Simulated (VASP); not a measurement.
# Cd (Pm-3m) in VASP: notebook

Runs on Cd. Level: PBE. Tasks: single point, relaxation of cell and atoms.

Everything below comes from runs of VASP 6.6.1. Logs are shortened: lines on timing, memory, paths and dates and some standing lists are left out, and cuts for length are marked.

## (1) The cell of the first run

The structure is cubic, space group Pm-3m (No. 221). The conventional cell has a = 2.997 Å, b = 2.997 Å, c = 2.997 Å, α = 90.00°, β = 90.00°, γ = 90.00°. Within 3.9 Å of Cd (site symmetry m-3m) lie 6 Cd at 3.00 Å.

This isn't the form of Cd at room conditions, which is hcp.

## (2) Single point, PBE

Contents of INCAR:

```
PREC = Accurate
ENCUT = 520
EDIFF = 1E-6
ISMEAR = 0
SIGMA = 0.1
LREAL = F
LASPH = T
NELM = 80
ALGO = Fast
ISIF = 2
LWAVE = F
LCHARG = F
GGA = PE
NBANDS = 12
```

Contents of KPOINTS:

```
Automatic mesh
0
Gamma
  18 18 18
```

Contents of POSCAR:

```
Cd
1.0
    2.9967283877      0.0000000000      0.0000000000
    0.0000000000      2.9967283877      0.0000000000
    0.0000000000      0.0000000000      2.9967283877
Cd
1
Direct
    0.0000000000      0.0000000000      0.0000000000
```

Potentials or basis: VASP PAW PBE potentials, release 64 (Cd).

The run is started by

```console
cat potpaw_PBE.64/Cd/POTCAR > POTCAR
mpirun -np 1 vasp_std > vasp.out
```

OUTCAR:

```text
PREC = Accurate
   ENCUT = 520
   EDIFF = 1E-6
   ISMEAR = 0
   LREAL = F
   LASPH = T
   NELM = 80
   ISIF = 2
   GGA = PE

 ion  position               nearest neighbor table
   1  0.000  0.000  0.000-

  LATTYP: Found a simple cubic cell.
 ALAT       =     2.9967283877

  Lattice vectors:

 A1 = (   2.9967283877,   0.0000000000,   0.0000000000)
 A2 = (   0.0000000000,   2.9967283877,   0.0000000000)
 A3 = (   0.0000000000,   0.0000000000,   2.9967283877)

Analysis of symmetry for initial positions (statically):
=====================================================================
 Subroutine PRICEL returns:
 Original cell was already a primitive cell.

 Routine SETGRP: Setting up the symmetry group for a
 simple cubic supercell.

 Subroutine GETGRP returns: Found 48 space group operations
 (whereof 48 operations were pure point group operations)
 out of a pool of 48 trial point group operations.

The static configuration has the point symmetry O_h .

Analysis of symmetry for dynamics (positions and initial velocities):
=====================================================================
 Subroutine PRICEL returns:
 Original cell was already a primitive cell.

 Routine SETGRP: Setting up the symmetry group for a
 simple cubic supercell.

 Subroutine GETGRP returns: Found 48 space group operations
 (whereof 48 operations were pure point group operations)
 out of a pool of 48 trial point group operations.

The dynamic configuration has the point symmetry O_h .

 Subroutine INISYM returns: Found 48 space group operations
 (whereof 48 operations are pure point group operations),
 and found     1 'primitive' translations

----------------------------------------------------------------------------------------

                                     Primitive cell

  volume of cell :      26.9118

  direct lattice vectors                    reciprocal lattice vectors
     2.996728388  0.000000000  0.000000000     0.333697243  0.000000000  0.000000000
     0.000000000  2.996728388  0.000000000     0.000000000  0.333697243  0.000000000
     0.000000000  0.000000000  2.996728388     0.000000000  0.000000000  0.333697243

  length of vectors
     2.996728388  2.996728388  2.996728388     0.333697243  0.333697243  0.333697243

  position of ions in fractional coordinates (direct lattice)
     0.000000000  0.000000000  0.000000000

  ion indices of the primitive-cell ions
   primitive index   ion index
[... 75 lines left out ...]
   EDIFFG = 0.1E-04   stopping-criterion for IOM
   NSW    =      0    number of steps for IOM
   IBRION =     -1    ionic relax: 0-MD 1-quasi-New 2-CG
   NFREE  =      0    steps in history (QN), initial steepest desc. (CG)
   ISIF   =      2    stress and relaxation
   ISYM   =      2    0-nonsym 1-usesym 2-fastsym
   POTIM  = 0.5000    time-step for ionic-motion
   TEBEG  =    0.0;   TEEND  =   0.0 temperature during run
   PSTRESS=    0.0 pullay stress
   NELECT =      12.0000    total number of electrons
   NUPDOWN=      -1.0000    fix difference up-down
   EMIN   =  10.00;   EMAX   =-10.00  energy-range for DOS
   EFERMI =   0.00;   METHOD = LEGACY
   ISMEAR =     0;   SIGMA  =   0.10  broadening in eV -4-tet -1-fermi 0-gaus
   EFERMI_NEDOS =   21; number of points for ismear=-14 and -15
   IALGO  =     68    algorithm
   IMIX   =      4    mixing-type and parameters
     AMIX     =   0.40;   BMIX     =  1.00
     AMIX_MAG =   1.60;   BMIX_MAG =  1.00
  volume/ion in A,a.u.               =      26.91       181.61
  Fermi-wavevector in a.u.,A,eV,Ry     =   1.250704  2.363488 21.283055  1.564260
  Thomas-Fermi vector in A             =   2.384686
   LORBIT       =      0    0 simple, 1 ext, 2 COOP (PROOUT), +10 PAW based schemes
   GGA     = PE    functional components
   LHFCALC =     F    Hartree Fock is set to
   AEXX    =    0.0000 exact exchange contribution
   IVDW    =     0    specifies the selected vdW correction
   LEPSILON=     F    determine dielectric tensor
   LRPA    =     F    only Hartree local field effects (RPA)
 non-spin polarized calculation
 RMM-DIIS sequential band-by-band and
 Gauss-broadening in eV      SIGMA  =   0.10
  energy-cutoff  :      520.00
  volume of cell :       26.91
 maximum number of plane-waves:       739
 NGX is ok and might be reduce to    24
   NGX = 11   NGY = 11   NGZ = 11

 number of electron      12.0000011 magnetization

 Free energy of the ion-electron system (eV)
  ---------------------------------------------------
  ext. energy  EPLUGINS =         0.00000000
  ---------------------------------------------------
  free energy    TOTEN  =        -0.62487709 eV

  energy without entropy =       -0.62327166  energy(sigma->0) =       -0.62407437

 E-fermi :   1.4523     XC(G=0):  -9.8309

 val. band max:        1.4409830933   @ k =   0.5000   0.2222   0.2222
 cond. band min:       1.4740488721   @ k =   0.4444   0.4444   0.1111
 fundamental gap:      0.0330657788
 Fermi energy:         1.4523210966

 k-point     1 :       0.0000    0.0000    0.0000
  band No.  band energies     occupation
      1      -8.0204      2.00000
      2      -8.0204      2.00000
      3      -6.7215      2.00000
      4      -6.7215      2.00000
      5      -6.7215      2.00000
      6      -5.9757      2.00000
      7      11.1574      0.00000
      8      11.1574      0.00000
      9      11.1574      0.00000
     10      14.6118      0.00000
     11      14.6118      0.00000
     12      15.3851      0.00000
[... 331 lines left out ...]
 k-point    24 :       0.3333    0.1111    0.0000
  band No.  band energies     occupation
      1      -7.8747      2.00000
      2      -7.4460      2.00000
      3      -7.0998      2.00000
      4      -7.0061      2.00000
      5      -6.7402      2.00000
      6      -3.5603      2.00000
      7       3.0813      0.00000
      8      10.9764      0.00000
      9      13.7182      0.00000
     10      15.7700      0.00000
     11      16.3286      0.00000
     12      19.6441      0.00000

 [... further k-points ...]
[... 5 lines left out ...]
  --------------------------------------------------------------------------------------
  -------------------------------------------------------------------------------------
  Total        0.0433572      0.0433572      0.0433572      0.0000000      0.0000000      0.0000000
  in kB        2.5812487      2.5812487      2.5812487      0.0000000      0.0000000      0.0000000
  external PRESSURE =       2.5812487 kB  Pullay stress =       0.0000000 kB

 VOLUME and BASIS-vectors are now :
 -----------------------------------------------------------------------------
  energy-cutoff  :      520.00
  volume of cell :       26.91
      direct lattice vectors                 reciprocal lattice vectors
     2.996728388  0.000000000  0.000000000     0.333697243  0.000000000  0.000000000
     0.000000000  2.996728388  0.000000000     0.000000000  0.333697243  0.000000000
     0.000000000  0.000000000  2.996728388     0.000000000  0.000000000  0.333697243

 POSITION                                       TOTAL-FORCE (eV/Angst)
 -----------------------------------------------------------------------------------
      0.00000      0.00000      0.00000         0.000000      0.000000      0.000000
 -----------------------------------------------------------------------------------
    total drift:                                0.000000      0.000000     -0.000000

  FREE ENERGIE OF THE ION-ELECTRON SYSTEM (eV)
  ---------------------------------------------------
  free  energy   TOTEN  =        -0.6248770913 eV

  energy  without entropy=       -0.6232716579  energy(sigma->0) =       -0.62407437
```

stdout:

```text
POSCAR found type information on POSCAR Cd
 POSCAR found :  1 types and       1 ions
 scaLAPACK will be used
 LDA part: xc-table for (Slater+PW92), standard interpolation
 POSCAR, INCAR and KPOINTS ok, starting setup
 FFT: planning ... GRIDC
 FFT: planning ... GRID_SOFT
 FFT: planning ... GRID
 WAVECAR not read
 entering main loop
```

It took 52 s on 1 thread of Oxide Virtual Turin-like, shared host; peak memory 0.15 GiB.

Results:

```
Free energy            : -0.6249 eV
Pressure               : 0.3 GPa
Band gap on the k mesh : zero (bands 6 and 7 overlap by 6.48 eV)
```

Levels at points of the mesh, in eV from the Fermi level:
| k point | band 2 | band 3 | band 4 | band 5 | band 6 | band 7 | band 8 | band 9 | band 10 | band 11 |
| --- | --- | --- | --- | --- | --- | --- | --- | --- | --- | --- |
| (0.00, 0.00, 0.00) | -9.47 | -8.17 | -8.17 | -8.17 | -7.43 | 9.71 | 9.71 | 9.71 | 13.16 | 13.16 |
| (0.50, 0.00, 0.00) | -8.84 | -8.56 | -8.56 | -8.14 | -2.73 | -2.04 | 13.42 | 13.42 | 14.46 | 14.92 |
| (0.50, 0.50, 0.00) | -9.05 | -8.50 | -8.50 | -7.82 | 1.19 | 1.19 | 1.66 | 5.62 | 17.78 | 17.78 |
| (0.50, 0.50, 0.50) | -9.10 | -9.10 | -7.80 | -7.80 | 4.44 | 4.44 | 4.44 | 6.96 | 8.41 | 9.31 |

## (3) Relaxation of cell and atoms, PBE

This run uses another cell than the first one, of 27.31 Å³/atom.

Contents of INCAR:

```
SYSTEM = Cd
PREC = Accurate
ENCUT = 600
EDIFF = 1E-6
ISMEAR = 0
SIGMA = 0.1
LREAL = .FALSE.
LASPH = .TRUE.
NELM = 80
ALGO = Fast
ISIF = 3
LWAVE = .FALSE.
LCHARG = .FALSE.
GGA = PE
IBRION = 2
NSW = 100
EDIFFG = -0.01
```

Contents of KPOINTS:

```
Automatic mesh
0
G
  18 18 18
  0 0 0
```

Contents of POSCAR:

```
Cd
1.0
    3.0114044485      0.0000000000      0.0000000000
    0.0000000000      3.0114044485      0.0000000000
    0.0000000000      0.0000000000      3.0114044485
Cd
1
Direct
    0.0000000000      0.0000000000      0.0000000000
```

Potentials or basis: VASP PAW PBE potentials, release 64 (Cd).

The run is started by

```console
cat potpaw_PBE.64/Cd/POTCAR > POTCAR
mpirun -np 1 vasp_std > vasp.out
```

Wall time 2.4 min (1 thread of Oxide Virtual Turin-like, shared host); peak memory 0.17 GiB.

It converged, with:

```yaml
Free_energy: -0.6248 eV
Relaxed_volume: 27.05 Å³/atom
Relaxed_cell: a = 3.002 Å, b = 3.002 Å, c = 3.002 Å, α = 90.00°, β = 90.00°, γ = 90.00°
Space_group_after_relaxing_to_0.1_Å: Pm-3m (No. 221)
Energy_gained_by_relaxing: 0.3 meV/atom
Ionic_steps: 3
Pressure_after_relaxing: 0.0 GPa
Band_gap_on_the_k_mesh: zero (bands 6 and 7 overlap by 6.44 eV)
```

Step by step:
| step | energy change (eV) | largest force (eV/Å) | pressure (GPa) | volume (Å³) |
| --- | --- | --- | --- | --- |
| 1 | 0.0000 | 0.0000 | -0.28 | 27.31 |
| 2 | -0.0003 | 0.0000 | -0.13 | 27.12 |
| 3 | -0.0003 | 0.0000 | -0.04 | 27.05 |

Final structure:
```yaml
crystal:
  lattice:
    - [3.00168, 0.00000, 0.00000]
    - [0.00000, 3.00168, 0.00000]
    - [0.00000, 0.00000, 3.00168]
  atoms:
    - { symbol: Cd, position: [0.00000, 0.00000, 0.00000] }
```

Levels at points of the mesh, in eV from the Fermi level:
| k point | band 4 | band 5 | band 6 | band 7 | band 8 | band 9 |
| --- | --- | --- | --- | --- | --- | --- |
| (0.00, 0.00, 0.00) | -8.17 | -8.17 | -7.40 | 9.67 | 9.67 | 9.67 |
| (0.50, 0.00, 0.00) | -8.55 | -8.14 | -2.73 | -2.02 | 13.37 | 13.37 |
| (0.50, 0.50, 0.00) | -8.49 | -7.82 | 1.19 | 1.19 | 1.63 | 5.61 |
| (0.50, 0.50, 0.50) | -7.80 | -7.80 | 4.42 | 4.42 | 4.42 | 6.90 |

The gap in the log of VASP goes by the Fermi energy; the results here count the filled bands.